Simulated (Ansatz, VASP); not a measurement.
## AsPt in VASP and in Ansatz

The input INCAR:

```
SYSTEM = AsPt
PREC     = Accurate       ! precision mode
ENCUT    = 520            ! plane-wave cutoff, eV
EDIFF    = 1E-6           ! SCF threshold, eV
ISMEAR   = 0              ! smearing method
SIGMA    = 0.1            ! smearing width, eV
LREAL    = .FALSE.        ! projectors in reciprocal space
LASPH    = .TRUE.         ! aspherical terms in the spheres
NELM     = 100            ! most SCF steps
ALGO     = Normal         ! electronic algorithm
ISIF     = 2              ! what is computed and relaxed
LWAVE    = .FALSE.        ! write WAVECAR
LCHARG   = .FALSE.        ! write CHGCAR
GGA      = PE             ! functional
NBANDS   = 14             ! bands
```

KPOINTS

```
Automatic mesh
0
G
  6 6 4
  0 0 0
```

File POSCAR:

```
AsPt
1.0
    3.3888160700      0.0000000000      0.0000000000
    0.0000000000      3.3888160700      0.0000000000
    0.0000000000      0.0000000000      3.7754602300
As Pt
1 1
Direct
    0.0000000000      0.0000000000      0.0000000000
    0.5000000000      0.5000000000      0.5000000000
```

Input for Ansatz:

```yaml
crystal:
  lattice:
    - [3.38881607, 0.0, 0.0]
    - [0.0, 3.38881607, 0.0]
    - [0.0, 0.0, 3.77546023]
  atoms:
    - { symbol: As, position: [0.0, 0.0, 0.0] }
    - { symbol: Pt, position: [0.5, 0.5, 0.5] }
basis:
  ecutwfc: 420
kpoints:
  mp_grid: { grid: [6, 6, 4] }
hamiltonian:
  xc: pbe
scf:
  occupations: { method: gaussian, width: 0.1 }
  lower_state_search: "off"
output:
  forces: true
  stress: true
  eigenvalues: true
```

Change from the starting cell: species swapped into the MnPd type (P4/mmm, No. 123).

Alike in both runs: task single point; functional PBE; k mesh 6 × 6 × 4; occupations gaussian, width 0.1 eV; no spin polarisation.

```csv
,VASP,Ansatz
version,VASP 6.6.1,Ansatz 0.2.0
potentials or method,"VASP PAW PBE potentials, release 64 (As, Pt), cutoff 520 eV","scalar-relativistic, plane waves, PAW"
valence electrons in the cell,15,33
```

|  | VASP | Ansatz | Ansatz less VASP |
| --- | --- | --- | --- |
| gap on the k mesh at the Fermi level (eV) | none | none | - |
| pressure (GPa) | -21.2 | -21.1 | +0.09 |
| traceless stress, the component that is largest in VASP (GPa) | -1.09 | -1.09 | -0.002 |

A gap of «none» marks a metal or a gap that the smearing closes. VASP's potentials hold 15 valence electrons a cell and Ansatz's 33, so a difference there can come from the potentials and not from the codes.

The k mesh is coarse, so the values compare programs but aren't converged. Spin-orbit coupling is off throughout.
